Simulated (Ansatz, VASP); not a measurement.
# Two plane-wave programs on InSb

INCAR

```
ALGO = Normal
EDIFF = 1E-6
ENCUT = 500
GGA = PS
GGA_COMPAT = F
ISIF = 2
ISMEAR = 0
LASPH = T
LCHARG = F
LREAL = F
LWAVE = F
NBANDS = 16
NELM = 120
PREC = Accurate
SIGMA = 0.15
```

Contents of KPOINTS:

```
k-points
0
Gamma
  16 16 8
```

File POSCAR:

```
InSb
1.0
    2.9951365823      0.0000000000      0.0000000000
    0.0000000000      2.9951365823      0.0000000000
    0.0000000000      0.0000000000      6.0139274668
In Sb
1 1
Direct
    0.0000000000      0.0000000000      0.0000000000
    0.0000000000      0.0000000000      0.5000000000
```

Input for Ansatz:

```yaml
crystal:
  lattice:
    - [2.9951365823, 0.0, 0.0]
    - [0.0, 2.9951365823, 0.0]
    - [0.0, 0.0, 6.0139274668]
  atoms:
    - { symbol: In, position: [0.0, 0.0, 0.0] }
    - { symbol: Sb, position: [0.0, 0.0, 0.5] }
basis:
  ecutwfc: 420
kpoints:
  mp_grid: { grid: [16, 16, 8] }
hamiltonian:
  xc: pbesol
  pseudopotentials: { kind: paw, azcp: { folder: soft_1 } }
scf:
  occupations: { method: gaussian, width: 0.15 }
output:
  forces: true
  stress: true
  eigenvalues: true
```

Alike in both runs: task single point; functional PBEsol; k mesh 16 × 16 × 8; occupations gaussian, width 0.15 eV; no spin polarisation.

|  | VASP | Ansatz |
| --- | --- | --- |
| version | VASP 6.6.1 | Ansatz 0.2.0 |
| potentials or method | VASP PAW PBE potentials, release 64 (In_d, Sb), cutoff 500 eV | scalar-relativistic, plane waves, PAW |
| valence electrons in the cell | 18 | 28 |

Ansatz gave:

```
gap on the k mesh at the Fermi level (eV) : none
pressure (GPa)                            : 2.3
```

**Question.** What did VASP give for the same quantities?

**Answer.** gap on the k mesh at the Fermi level (eV): none; pressure (GPa): 2.4.

VASP's potentials were made for PBE, not for PBEsol, and Ansatz warns of the same on its side. A gap of «none» marks a metal or a gap that the smearing closes. VASP's potentials hold 18 valence electrons a cell and Ansatz's 28, so a difference there can come from the potentials and not from the codes.

Neither program's run includes spin-orbit coupling.
